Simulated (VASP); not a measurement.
# Ge2Sb3: single point with PBE

The system is Ge2Sb3.

```
Ge Sb
1.0
     4.87270    0.00000    0.00000
    -2.43635    4.21988    0.00000
     0.00000    0.00000    6.47568
Ge Sb
2 3
Direct
  0.33333 0.66667 0.19909
  0.66667 0.33333 0.80091
  0.00000 0.00000 0.00000
  0.33333 0.66667 0.64896
  0.66667 0.33333 0.35104
```

```yaml
Program: VASP 6.6.1
Task: single point
Functional: PBE
Potentials_or_basis: VASP PAW PBE potentials, release 64 (Ge_d, Sb)
Cutoff: 520 eV
k_mesh: 6 × 6 × 4
Occupations: gaussian, width 0.1 eV
Spin: no spin polarisation
Dipole_correction: no
Further_INCAR_settings: ALGO = Normal; EDIFF = 1e-06; NBANDS = 30
```

```json
{
  "Pressure": "0.1 GPa",
  "Largest force": "0.021 eV/Å",
  "Band gap on the k mesh": "zero (an odd number of electrons rules out a gap without spin polarisation)"
}
```

Forces on the atoms (eV/Å):
```
Ge   0.000  0.000  0.000
Ge   0.000  0.000  0.000
Sb   0.000  0.000  0.000
Sb   0.000  0.000 -0.021
Sb   0.000  0.000  0.021
```

Stress tensor (GPa, compression positive):
```
 0.32  0.00  0.00
 0.00  0.32  0.00
 0.00  0.00 -0.30
```

Levels at points of the mesh, in eV from the Fermi level:
```csv
k point,band 17,band 18,band 19,band 20,band 21,band 22,band 23,band 24,band 25,band 26
"(0.00, 0.00, 0.00)",-3.15,-2.27,-2.27,-2.24,-0.95,-0.77,-0.77,0.10,1.18,1.18
"(0.50, 0.00, 0.00)",-4.72,-3.21,-1.78,-1.68,-1.07,-0.76,1.85,2.78,3.38,3.41
"(0.00, 0.00, 0.50)",-2.75,-2.73,-2.06,-2.06,-1.80,-1.80,-0.98,0.49,0.49,0.73
"(0.50, 0.00, 0.50)",-3.66,-3.35,-2.10,-1.92,-0.71,0.13,1.61,1.76,2.06,3.02
```

Run time: 33 s on 1 thread of Intel(R) Xeon(R) 6975P-C (Granite Rapids), with other jobs on the host, peak memory 0.27 GiB.

Caveat: spin-orbit coupling is left out, which moves the levels of the heavy elements.
